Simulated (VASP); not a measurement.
# CsBr (Pm-3m) in VASP: further runs, part 2 of 2

VASP 6.6.1. The steps go on from the part before.

## (3) Relaxation of cell and atoms, PBEsol

This run uses another cell than the first one, of 39.37 Å³/atom, 1.028 times its volume.

Input file INCAR:

```
PREC = Accurate ; ENCUT = 500
EDIFF = 1E-7 ; ISMEAR = 0
SIGMA = 0.01 ; LREAL = F
LASPH = T ; NELM = 120
ALGO = Normal ; ISIF = 3
LWAVE = F ; LCHARG = F
GGA = PS ; IBRION = 2
NSW = 80 ; EDIFFG = -0.02
GGA_COMPAT = F ; NELMIN = 4
```

Input file KPOINTS:

```
regular mesh
0
Gamma
  3 3 3
```

Input file POSCAR:

```
CsBr
1.0
    4.2860000000      0.0000000000      0.0000000000
    0.0000000000      4.2860000000      0.0000000000
    0.0000000000      0.0000000000      4.2860000000
Cs Br
1 1
Direct
    0.0000000000      0.0000000000      0.0000000000
    0.5000000000      0.5000000000      0.5000000000
```

Potentials or basis: VASP PAW PBE potentials, release 64 (Cs_sv, Br).

On the command line:

```bash
cat potpaw_PBE.64/Cs_sv/POTCAR potpaw_PBE.64/Br/POTCAR > POTCAR
mpirun -np 1 vasp_std > vasp.out
```

OUTCAR:

```text
PREC = Accurate
   ENCUT = 500
   EDIFF = 1E-7
   ISMEAR = 0
   LREAL = F
   LASPH = T
   NELM = 120
   ISIF = 3
   GGA = PS
   IBRION = 2
   NSW = 80
   EDIFFG = -0.02
   NELMIN = 4

 ion  position               nearest neighbor table
   1  0.000  0.000  0.000-
   2  0.500  0.500  0.500-

  LATTYP: Found a simple cubic cell.
 ALAT       =     4.2860000000

  Lattice vectors:

 A1 = (   4.2860000000,   0.0000000000,   0.0000000000)
 A2 = (   0.0000000000,   4.2860000000,   0.0000000000)
 A3 = (   0.0000000000,   0.0000000000,   4.2860000000)

Analysis of symmetry for initial positions (statically):
=====================================================================
 Subroutine PRICEL returns:
 Original cell was already a primitive cell.

 Routine SETGRP: Setting up the symmetry group for a
 simple cubic supercell.

 Subroutine GETGRP returns: Found 48 space group operations
 (whereof 48 operations were pure point group operations)
 out of a pool of 48 trial point group operations.

The static configuration has the point symmetry O_h .

Analysis of symmetry for dynamics (positions and initial velocities):
=====================================================================
 Subroutine PRICEL returns:
 Original cell was already a primitive cell.

 Routine SETGRP: Setting up the symmetry group for a
 simple cubic supercell.

 Subroutine GETGRP returns: Found 48 space group operations
 (whereof 48 operations were pure point group operations)
 out of a pool of 48 trial point group operations.

The dynamic configuration has the point symmetry O_h .

 Subroutine INISYM returns: Found 48 space group operations
 (whereof 48 operations are pure point group operations),
 and found     1 'primitive' translations

----------------------------------------------------------------------------------------

                                     Primitive cell

  volume of cell :      78.7329

  direct lattice vectors                    reciprocal lattice vectors
     4.286000000  0.000000000  0.000000000     0.233317779  0.000000000  0.000000000
     0.000000000  4.286000000  0.000000000     0.000000000  0.233317779  0.000000000
     0.000000000  0.000000000  4.286000000     0.000000000  0.000000000  0.233317779

  length of vectors
     4.286000000  4.286000000  4.286000000     0.233317779  0.233317779  0.233317779

  position of ions in fractional coordinates (direct lattice)
     0.000000000  0.000000000  0.000000000
     0.500000000  0.500000000  0.500000000

  ion indices of the primitive-cell ions
   primitive index   ion index
                 1           1
                 2           2

----------------------------------------------------------------------------------------

 KPOINTS: regular mesh

Automatic generation of k-mesh.
 Grid dimensions read from file:
 generate k-points for:    3    3    3

 Generating k-lattice:

  Cartesian coordinates                     Fractional coordinates (reciprocal lattice)
     0.077772593  0.000000000  0.000000000     0.333333333  0.000000000  0.000000000
     0.000000000  0.077772593  0.000000000     0.000000000  0.333333333  0.000000000
     0.000000000  0.000000000  0.077772593     0.000000000  0.000000000  0.333333333

  Length of vectors
     0.077772593  0.077772593  0.077772593

  Shift w.r.t. Gamma in fractional coordinates (k-lattice)
     0.000000000  0.000000000  0.000000000

 Subroutine IBZKPT returns following result:
 ===========================================

 Found      4 irreducible k-points:

 Following reciprocal coordinates:
            Coordinates               Weight
  0.000000  0.000000  0.000000      1.000000
  0.333333  0.000000  0.000000      6.000000
  0.333333  0.333333  0.000000     12.000000
  0.333333  0.333333  0.333333      8.000000
   k-points           NKPTS =      4   k-points in BZ     NKDIM =      4   number of bands    NBANDS=     12
   number of dos      NEDOS =    301   number of ions     NIONS =      2
   total plane-waves  NPLWV =  32768
   dimension x,y,z NGX =    32 NGY =   32 NGZ =   32
   dimension x,y,z NGXF=    64 NGYF=   64 NGZF=   64
   ions per type =               1   1
   NGX,Y,Z   is equivalent  to a cutoff of  12.41, 12.41, 12.41 a.u.
   NGXF,Y,Z  is equivalent  to a cutoff of  24.82, 24.82, 24.82 a.u.
 SYSTEM =  unknown system
   PREC   = accura    normal or accurate (medium, high low for compatibility)
   ISTART =      0    job   : 0-new  1-cont  2-samecut
   ICHARG =      2    charge: 1-file 2-atom 10-const
   ISPIN  =      1    spin polarized calculation?
   LNONCOLLINEAR =      F non collinear calculations
   LSORBIT =      F    spin-orbit coupling
   LASPH  =      T    aspherical Exc in radial PAW
   ENCUT  =  500.0 eV  36.75 Ry    6.06 a.u.   7.81  7.81  7.81*2*pi/ulx,y,z
   NELM   =    120;   NELMIN=  4; NELMDL= -5     # of ELM steps
   EDIFF  = 0.1E-06   stopping-criterion for ELM
   LREAL  =      F    real-space projection
   EDIFFG = -.2E-01   stopping-criterion for IOM
   NSW    =     80    number of steps for IOM
   IBRION =      2    ionic relax: 0-MD 1-quasi-New 2-CG
   NFREE  =      1    steps in history (QN), initial steepest desc. (CG)
   ISIF   =      3    stress and relaxation
   ISYM   =      2    0-nonsym 1-usesym 2-fastsym
   POTIM  = 0.5000    time-step for ionic-motion
   TEBEG  =    0.0;   TEEND  =   0.0 temperature during run
   PSTRESS=    0.0 pullay stress
   NELECT =      16.0000    total number of electrons
   NUPDOWN=      -1.0000    fix difference up-down
   EMIN   =  10.00;   EMAX   =-10.00  energy-range for DOS
   EFERMI =   0.00;   METHOD = LEGACY
   ISMEAR =     0;   SIGMA  =   0.01  broadening in eV -4-tet -1-fermi 0-gaus
   EFERMI_NEDOS =   21; number of points for ismear=-14 and -15
   IALGO  =     38    algorithm
   IMIX   =      4    mixing-type and parameters
     AMIX     =   0.40;   BMIX     =  1.00
     AMIX_MAG =   1.60;   BMIX_MAG =  1.00
  volume/ion in A,a.u.               =      39.37       265.66
  Fermi-wavevector in a.u.,A,eV,Ry     =   0.962489  1.818841 12.604247  0.926386
  Thomas-Fermi vector in A             =   2.091953
   LORBIT       =      0    0 simple, 1 ext, 2 COOP (PROOUT), +10 PAW based schemes
   GGA     = PS    functional components
   LHFCALC =     F    Hartree Fock is set to
   AEXX    =    0.0000 exact exchange contribution
   IVDW    =     0    specifies the selected vdW correction
   LEPSILON=     F    determine dielectric tensor
   LRPA    =     F    only Hartree local field effects (RPA)
 conjugate gradient relaxation of ions
 non-spin polarized calculation
 Gauss-broadening in eV      SIGMA  =   0.01
  energy-cutoff  :      500.00
  volume of cell :       78.73
 maximum number of plane-waves:      2016
 NGX is ok and might be reduce to    32
   NGX = 15   NGY = 15   NGZ = 15

--------------------------------------- Ionic step        1  -------------------------------------------

 number of electron      15.9999999 magnetization

 Free energy of the ion-electron system (eV)
  ---------------------------------------------------
  ext. energy  EPLUGINS =         0.00000000
  ---------------------------------------------------
  free energy    TOTEN  =        -6.33321304 eV

  energy without entropy =       -6.33321304  energy(sigma->0) =       -6.33321304

------------------------ aborting loop because EDIFF is reached ----------------------------------------

  FORCE on cell =-STRESS in cart. coord.  units (eV):
  Direction    XX          YY          ZZ          XY          YZ          ZX
  --------------------------------------------------------------------------------------
  -------------------------------------------------------------------------------------
  Total       -0.1634367     -0.1634367     -0.1634367      0.0000000      0.0000000     -0.0000000
  in kB       -3.3258577     -3.3258577     -3.3258577      0.0000000      0.0000000     -0.0000000
  external PRESSURE =      -3.3258577 kB  Pullay stress =       0.0000000 kB
[... 57 lines left out ...]
  energy  without entropy=       -6.3346603402  energy(sigma->0) =       -6.33466034

--------------------------------------- Ionic step        3  -------------------------------------------

 number of electron      15.9999996 magnetization

 Free energy of the ion-electron system (eV)
  ---------------------------------------------------
  ext. energy  EPLUGINS =         0.00000000
  ---------------------------------------------------
  free energy    TOTEN  =        -6.33507724 eV

  energy without entropy =       -6.33507724  energy(sigma->0) =       -6.33507724

 E-fermi :  -0.2349     XC(G=0):  -8.3702

 val. band max:       -0.2902763078   @ k =   0.0000   0.0000   0.0000
 cond. band min:       4.1035318666   @ k =   0.0000   0.0000   0.0000
 fundamental gap:      4.3938081744
 Fermi energy:        -0.2348554549

 k-point     1 :       0.0000    0.0000    0.0000
  band No.  band energies     occupation
      1     -20.0341      2.00000
      2     -12.7028      2.00000
      3      -6.5999      2.00000
      4      -6.5999      2.00000
      5      -6.5999      2.00000
      6      -0.2903      2.00000
      7      -0.2903      2.00000
      8      -0.2903      2.00000
      9       4.1035      0.00000
     10       4.4694      0.00000
     11       4.4694      0.00000
     12       8.8629      0.00000
[... 72 lines left out ...]
  FREE ENERGIE OF THE ION-ELECTRON SYSTEM (eV)
  ---------------------------------------------------
  free  energy   TOTEN  =        -6.3350772414 eV

  energy  without entropy=       -6.3350772414  energy(sigma->0) =       -6.33507724

 reached required accuracy - stopping structural energy minimisation
```

CONTCAR:

```text
CsBr
   1.00000000000000
     4.2562620500709150   -0.0000000000000000   -0.0000000000000000
     0.0000000000000000    4.2562620500709150    0.0000000000000000
     0.0000000000000000    0.0000000000000000    4.2562620500709150
  Cs              Br
     1     1
Direct
     0.0000000000000000    0.0000000000000000    0.0000000000000000
     0.5000000000000000    0.5000000000000000    0.5000000000000000

  0.00000000E+00  0.00000000E+00  0.00000000E+00
  0.00000000E+00  0.00000000E+00  0.00000000E+00
```

Wall time 27 s (1 thread of Intel Xeon 8259CL, shared host); peak memory 0.17 GiB.

Results:

```
Free energy                            : -6.3351 eV
Relaxed volume                         : 38.55 Å³/atom
Relaxed cell                           : a = 4.256 Å, b = 4.256 Å, c = 4.256 Å, α = 90.00°, β = 90.00°, γ = 90.00°
Space group after relaxing (to 0.05 Å) : Pm-3m (No. 221)
Energy gained by relaxing              : 0.9 meV/atom
Ionic steps                            : 3
Pressure after relaxing                : 0.0 GPa
Band gap on the k mesh                 : 4.39 eV, direct
```

Step by step:
| step | energy change (eV) | largest force (eV/Å) | pressure (GPa) | volume (Å³) |
| --- | --- | --- | --- | --- |
| 1 | 0.0000 | 0.0000 | -0.33 | 78.73 |
| 2 | -0.0014 | 0.0000 | -0.16 | 77.81 |
| 3 | -0.0019 | 0.0000 | -0.02 | 77.11 |

Final structure:
```
Cs Br
1.0
     4.25626    0.00000    0.00000
     0.00000    4.25626    0.00000
     0.00000    0.00000    4.25626
Cs Br
1 1
Direct
  0.00000 0.00000 0.00000
  0.50000 0.50000 0.50000
```

Levels at points of the mesh, in eV from the valence-band top:
```tsv
k point	band 6	band 7	band 8	band 9	band 10	band 11
(0.00, 0.00, 0.00)	0.00	0.00	0.00	4.39	4.76	4.76
```

Caveat: the k points lie up to 0.49 Å⁻¹ apart in the final cell; the PAW data sets were made with another functional, which shifts forces and pressure a little; spin-orbit coupling is left out, which moves the levels of the heavy elements. A hybrid or GW would open this gap; PBEsol tends to underestimate it.
